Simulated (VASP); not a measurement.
# Y (P6_3/mmc) in VASP: further runs

Runs on Y. Level: PBE. Tasks: single point.

Everything below comes from runs of VASP 6.6.1. Logs are shortened: lines on timing, memory, paths and dates and some standing lists are left out, and cuts for length are marked.

### Step 1. The cell of the first run

It takes space group P6_3/mmc (No. 194, hexagonal). The conventional cell has a = 3.643 Å, b = 3.643 Å, c = 11.844 Å, α = 90.00°, β = 90.00°, γ = 120.00°. Within 4.8 Å of Y (site symmetry -3m) lie 12 Y at 3.63 to 3.64 Å. Y (site symmetry -6m2) has 12 Y at 3.63 to 3.64 Å within 4.8 Å.

### Step 2. Single point, PBE

INCAR reads:

```
SYSTEM = Y
PREC     = Accurate       ! precision mode
ENCUT    = 520            ! plane-wave cutoff, eV
EDIFF    = 1E-6           ! SCF threshold, eV
ISMEAR   = 0              ! smearing method
SIGMA    = 0.1            ! smearing width, eV
LREAL    = .False.        ! projectors in reciprocal space
LASPH    = .True.         ! aspherical terms in the spheres
NELM     = 80             ! most SCF steps
ALGO     = Normal         ! electronic algorithm
ISIF     = 2              ! what is computed and relaxed
LWAVE    = .False.        ! write WAVECAR
LCHARG   = .True.         ! write CHGCAR
GGA      = PE             ! functional
LELF     = .True.         ! ELF
LVHAR    = .True.       
NBANDS   = 30             ! bands
```

KPOINTS reads:

```
regular mesh
0
Gamma
  6 6 2
  0 0 0
```

POSCAR reads:

```
Y
1.0
    3.6425441402      0.0000000000      0.0000000000
   -1.8212720701      3.1545357598      0.0000000000
    0.0000000000      0.0000000000     11.8441303500
Y
4
Direct
    0.0000000000      0.0000000000      0.0000000000
    0.3333333300      0.6666666700      0.2500000000
    0.0000000000      0.0000000000      0.5000000000
    0.6666666700      0.3333333300      0.7500000000
```

Potentials or basis: VASP PAW PBE potentials, release 64 (Y_sv).

Launch:

```
$ cat potpaw_PBE.64/Y_sv/POTCAR > POTCAR
$ mpirun -np 1 vasp_std > vasp.out
```

OUTCAR:

```text
SYSTEM = Y
   PREC = Accurate
   ENCUT = 520
   EDIFF = 1E-6
   ISMEAR = 0
   LREAL = .False.
   LASPH = .True.
   NELM = 80
   ISIF = 2
   GGA = PE

 ion  position               nearest neighbor table
   1  0.000  0.000  0.000-   2 3.63   4 3.63   2 3.63   4 3.63   4 3.63   2 3.63
   2  0.333  0.667  0.250-   1 3.63   3 3.63   1 3.63   3 3.63   1 3.63   3 3.63
   3  0.000  0.000  0.500-   2 3.63   4 3.63   2 3.63   4 3.63   4 3.63   2 3.63
   4  0.667  0.333  0.750-   1 3.63   3 3.63   1 3.63   3 3.63   1 3.63   3 3.63

  LATTYP: Found a hexagonal cell.
 ALAT       =     3.6425441402
 C/A-ratio  =     3.2516092857

  Lattice vectors:

 A1 = (   3.6425441402,   0.0000000000,   0.0000000000)
 A2 = (  -1.8212720701,   3.1545357598,   0.0000000000)
 A3 = (   0.0000000000,   0.0000000000,  11.8441303500)

Analysis of symmetry for initial positions (statically):
=====================================================================
 Subroutine PRICEL returns:
 Original cell was already a primitive cell.

 Routine SETGRP: Setting up the symmetry group for a
 hexagonal supercell.

 Subroutine GETGRP returns: Found 24 space group operations
 (whereof 12 operations were pure point group operations)
 out of a pool of 24 trial point group operations.

The static configuration has the point symmetry D_3d.
 The point group associated with its full space group is D_6h.

Analysis of symmetry for dynamics (positions and initial velocities):
=====================================================================
 Subroutine PRICEL returns:
 Original cell was already a primitive cell.

 Routine SETGRP: Setting up the symmetry group for a
 hexagonal supercell.

 Subroutine GETGRP returns: Found 24 space group operations
 (whereof 12 operations were pure point group operations)
 out of a pool of 24 trial point group operations.

The dynamic configuration has the point symmetry D_3d.
 The point group associated with its full space group is D_6h.

 Subroutine INISYM returns: Found 24 space group operations
 (whereof 12 operations are pure point group operations),
 and found     1 'primitive' translations

----------------------------------------------------------------------------------------

                                     Primitive cell

  volume of cell :     136.0954

  direct lattice vectors                    reciprocal lattice vectors
     3.642544140  0.000000000  0.000000000     0.274533392  0.158501928  0.000000000
    -1.821272070  3.154535760  0.000000000     0.000000000  0.317003856  0.000000000
     0.000000000  0.000000000 11.844130350     0.000000000  0.000000000  0.084430006

  length of vectors
     3.642544140  3.642544140 11.844130350     0.317003856  0.317003856  0.084430006

  position of ions in fractional coordinates (direct lattice)
     0.000000000  0.000000000  0.000000000
     0.333333330  0.666666670  0.250000000
     0.000000000  0.000000000  0.500000000
     0.666666670  0.333333330  0.750000000

  ion indices of the primitive-cell ions
   primitive index   ion index
                 1           1
                 2           2
                 3           3
                 4           4

----------------------------------------------------------------------------------------

 KPOINTS: regular mesh

Automatic generation of k-mesh.
 Grid dimensions read from file:
 generate k-points for:    6    6    2

 Generating k-lattice:

  Cartesian coordinates                     Fractional coordinates (reciprocal lattice)
     0.045755565  0.026416988  0.000000000     0.166666667  0.000000000  0.000000000
     0.000000000  0.052833976  0.000000000     0.000000000  0.166666667  0.000000000
     0.000000000  0.000000000  0.042215003     0.000000000  0.000000000  0.500000000

  Length of vectors
     0.052833976  0.052833976  0.042215003

  Shift w.r.t. Gamma in fractional coordinates (k-lattice)
     0.000000000  0.000000000  0.000000000

 Subroutine IBZKPT returns following result:
 ===========================================

 Found     14 irreducible k-points:

 Following reciprocal coordinates:
            Coordinates               Weight
  0.000000  0.000000  0.000000      1.000000
  0.166667  0.000000  0.000000      6.000000
  0.333333 -0.000000  0.000000      6.000000
  0.500000  0.000000  0.000000      3.000000
  0.166667  0.166667  0.000000      6.000000
  0.333333  0.166667  0.000000     12.000000
  0.333333  0.333333  0.000000      2.000000
  0.000000  0.000000  0.500000      1.000000
  0.166667  0.000000  0.500000      6.000000
  0.333333 -0.000000  0.500000      6.000000
  0.500000  0.000000  0.500000      3.000000
  0.166667  0.166667  0.500000      6.000000
  0.333333  0.166667  0.500000     12.000000
  0.333333  0.333333  0.500000      2.000000
   k-points           NKPTS =     14   k-points in BZ     NKDIM =     14   number of bands    NBANDS=     30
   number of dos      NEDOS =    301   number of ions     NIONS =      4
   total plane-waves  NPLWV =  70560
   dimension x,y,z NGX =    28 NGY =   28 NGZ =   90
   dimension x,y,z NGXF=    56 NGYF=   56 NGZF=  180
   ions per type =               4
   NGX,Y,Z   is equivalent  to a cutoff of  12.78, 12.78, 12.63 a.u.
   NGXF,Y,Z  is equivalent  to a cutoff of  25.56, 25.56, 25.27 a.u.
 SYSTEM =  Y
   PREC   = accura    normal or accurate (medium, high low for compatibility)
   ISTART =      0    job   : 0-new  1-cont  2-samecut
   ICHARG =      2    charge: 1-file 2-atom 10-const
   ISPIN  =      1    spin polarized calculation?
   LNONCOLLINEAR =      F non collinear calculations
   LSORBIT =      F    spin-orbit coupling
   LASPH  =      T    aspherical Exc in radial PAW
   ENCUT  =  520.0 eV  38.22 Ry    6.18 a.u.   6.77  6.77 22.02*2*pi/ulx,y,z
   NELM   =     80;   NELMIN=  2; NELMDL= -5     # of ELM steps
   EDIFF  = 0.1E-05   stopping-criterion for ELM
   LREAL  =      F    real-space projection
   EDIFFG = 0.1E-04   stopping-criterion for IOM
   NSW    =      0    number of steps for IOM
   IBRION =     -1    ionic relax: 0-MD 1-quasi-New 2-CG
   NFREE  =      0    steps in history (QN), initial steepest desc. (CG)
   ISIF   =      2    stress and relaxation
   ISYM   =      2    0-nonsym 1-usesym 2-fastsym
   POTIM  = 0.5000    time-step for ionic-motion
   TEBEG  =    0.0;   TEEND  =   0.0 temperature during run
   PSTRESS=    0.0 pullay stress
   NELECT =      44.0000    total number of electrons
   NUPDOWN=      -1.0000    fix difference up-down
   EMIN   =  10.00;   EMAX   =-10.00  energy-range for DOS
   EFERMI =   0.00;   METHOD = LEGACY
   ISMEAR =     0;   SIGMA  =   0.10  broadening in eV -4-tet -1-fermi 0-gaus
   EFERMI_NEDOS =   21; number of points for ismear=-14 and -15
   IALGO  =     38    algorithm
   IMIX   =      4    mixing-type and parameters
     AMIX     =   0.40;   BMIX     =  1.00
     AMIX_MAG =   1.60;   BMIX_MAG =  1.00
  volume/ion in A,a.u.               =      34.02       229.60
  Fermi-wavevector in a.u.,A,eV,Ry     =   1.123599  2.123294 17.177003  1.262474
  Thomas-Fermi vector in A             =   2.260266
   LORBIT       =      0    0 simple, 1 ext, 2 COOP (PROOUT), +10 PAW based schemes
   GGA     = PE    functional components
   LHFCALC =     F    Hartree Fock is set to
   AEXX    =    0.0000 exact exchange contribution
   IVDW    =     0    specifies the selected vdW correction
   LEPSILON=     F    determine dielectric tensor
   LRPA    =     F    only Hartree local field effects (RPA)
 non-spin polarized calculation
 Gauss-broadening in eV      SIGMA  =   0.10
  energy-cutoff  :      520.00
  volume of cell :      136.10
 maximum number of plane-waves:      3704
 NGX is ok and might be reduce to    28
   NGX = 13   NGY = 13   NGZ = 45

 number of electron      44.0000000 magnetization

 Free energy of the ion-electron system (eV)
  ---------------------------------------------------
  ext. energy  EPLUGINS =         0.00000000
  ---------------------------------------------------
  free energy    TOTEN  =       -25.68350300 eV

  energy without entropy =      -25.63700294  energy(sigma->0) =      -25.66025297

 E-fermi :   2.8917     XC(G=0):  -9.2900

 val. band max:        2.8838686329   @ k =   0.3333   0.1667   0.0000
 cond. band min:       2.8947503391   @ k =   0.3333   0.1667   0.5000
 fundamental gap:      0.0108817063
 Fermi energy:         2.8916854004

 k-point     1 :       0.0000    0.0000    0.0000
  band No.  band energies     occupation
      1     -39.9204      2.00000
      2     -39.8982      2.00000
      3     -39.8875      2.00000
      4     -39.8651      2.00000
      5     -20.1357      2.00000
      6     -19.9099      2.00000
[... 22 lines left out ...]
     29       4.8625      0.00000
     30       4.8637      0.00000

 k-point     2 :       0.1667    0.0000    0.0000
  band No.  band energies     occupation
      1     -39.9087      2.00000
      2     -39.8896      2.00000
      3     -39.8788      2.00000
      4     -39.8596      2.00000
      5     -20.0943      2.00000
      6     -19.9271      2.00000
[... 22 lines left out ...]
     29       4.9247      0.00000
     30       5.2126      0.00000

 k-point     3 :       0.3333   -0.0000    0.0000
  band No.  band energies     occupation
      1     -39.8833      2.00000
      2     -39.8722      2.00000
      3     -39.8614      2.00000
      4     -39.8502      2.00000
      5     -20.0491      2.00000
      6     -20.0381      2.00000
[... 22 lines left out ...]
     29       4.6750      0.00000
     30       5.5931      0.00000

 k-point     4 :       0.5000    0.0000    0.0000
  band No.  band energies     occupation
      1     -39.8684      2.00000
      2     -39.8635      2.00000
      3     -39.8526      2.00000
      4     -39.8476      2.00000
      5     -20.1225      2.00000
      6     -20.1171      2.00000
[... 286 lines left out ...]
     29       5.1346      0.00000
     30       5.1346      0.00000

 k-point    13 :       0.3333    0.1667    0.5000
  band No.  band energies     occupation
      1     -39.8664      2.00000
      2     -39.8664      2.00000
      3     -39.8497      2.00000
      4     -39.8497      2.00000
      5     -20.0560      2.00000
      6     -20.0560      2.00000
[... 22 lines left out ...]
     29       4.9557      0.00000
     30       4.9557      0.00000

 k-point    14 :       0.3333    0.3333    0.5000
  band No.  band energies     occupation
      1     -39.8591      2.00000
      2     -39.8591      2.00000
      3     -39.8483      2.00000
      4     -39.8483      2.00000
      5     -20.0215      2.00000
      6     -20.0215      2.00000
[... 22 lines left out ...]
     29       5.2508      0.00000
     30       5.2508      0.00000

------------------------ aborting loop because EDIFF is reached ----------------------------------------

  FORCE on cell =-STRESS in cart. coord.  units (eV):
  Direction    XX          YY          ZZ          XY          YZ          ZX
  --------------------------------------------------------------------------------------
  -------------------------------------------------------------------------------------
  Total       -1.3247650     -1.3247650     -2.1720579      0.0000000      0.0000000     -0.0000000
  in kB      -15.5957400    -15.5957400    -25.5704585      0.0000000      0.0000000     -0.0000000
  external PRESSURE =     -18.9206462 kB  Pullay stress =       0.0000000 kB

 VOLUME and BASIS-vectors are now :
 -----------------------------------------------------------------------------
  energy-cutoff  :      520.00
  volume of cell :      136.10
      direct lattice vectors                 reciprocal lattice vectors
     3.642544140  0.000000000  0.000000000     0.274533392  0.158501928  0.000000000
    -1.821272070  3.154535760  0.000000000     0.000000000  0.317003856  0.000000000
     0.000000000  0.000000000 11.844130350     0.000000000  0.000000000  0.084430006

 POSITION                                       TOTAL-FORCE (eV/Angst)
 -----------------------------------------------------------------------------------
      0.00000      0.00000      0.00000         0.000000     -0.000000     -0.000000
     -0.00000      2.10302      2.96103        -0.000000     -0.000000     -0.000000
      0.00000      0.00000      5.92207         0.000000     -0.000000     -0.000000
      1.82127      1.05151      8.88310         0.000000      0.000000      0.000000
 -----------------------------------------------------------------------------------
    total drift:                               -0.000000      0.000000      0.000000

  FREE ENERGIE OF THE ION-ELECTRON SYSTEM (eV)
  ---------------------------------------------------
  free  energy   TOTEN  =       -25.6835029955 eV

  energy  without entropy=      -25.6370029436  energy(sigma->0) =      -25.66025297
```

Wall time 73 s (1 thread of Intel Xeon Platinum 8259CL at 2.50GHz (Skylake/Cascade Lake), shared host); peak memory 0.26 GiB.

Results:

* Free energy: -25.6835 eV
* Pressure: -1.9 GPa
* Band gap on the k mesh: zero (bands 22 and 23 overlap by 1.13 eV)

### Step 3. Single point, PBE

This run uses another cell than the first one, of 32.46 Å³/atom.

INCAR reads:

```
SYSTEM = Y
PREC = Accurate
ENCUT = 520
EDIFF = 1E-6
ISMEAR = 0
SIGMA = 0.1
LREAL = .FALSE.
LASPH = .TRUE.
NELM = 100
ALGO = Fast
ISIF = 2
LWAVE = .FALSE.
LCHARG = .FALSE.
GGA = PE
NBANDS = 30
```

KPOINTS reads:

```
Automatic mesh
0
G
  15 15 4
  0 0 0
```

POSCAR reads:

```
Y
1.0
    3.5992841506      0.0000000000      0.0000000000
   -1.7996420753      3.1170715099      0.0000000000
    0.0000000000      0.0000000000     11.5724886211
Y
4
Direct
    0.0000000000      0.0000000000      0.0000000000
    0.3333333333      0.6666666667      0.2500000000
    0.0000000000      0.0000000000      0.5000000000
    0.6666666667      0.3333333333      0.7500000000
```

Potentials or basis: VASP PAW PBE potentials, release 64 (Y_sv).

Launch:

```
$ cat potpaw_PBE.64/Y_sv/POTCAR > POTCAR
$ mpirun -np 1 vasp_std > vasp.out
```

Wall time 9.5 min (1 thread of Intel Xeon Platinum 8259CL at 2.50GHz (Skylake/Cascade Lake), shared host); peak memory 0.42 GiB.

It converged, with:

| Item | Value |
| --- | --- |
| Free energy | -25.7158 eV |
| Pressure | -0.1 GPa |
| Band gap on the k mesh | zero (bands 22 and 23 overlap by 1.20 eV) |

Levels at points of the mesh, in eV from the Fermi level:
```csv
k point,band 20,band 21,band 22,band 23,band 24,band 25
"(0.00, 0.00, 0.00)",-1.94,0.73,0.78,0.84,1.62,1.62
"(0.00, 0.00, 0.50)",-2.29,0.55,0.55,1.51,1.51,1.74
```
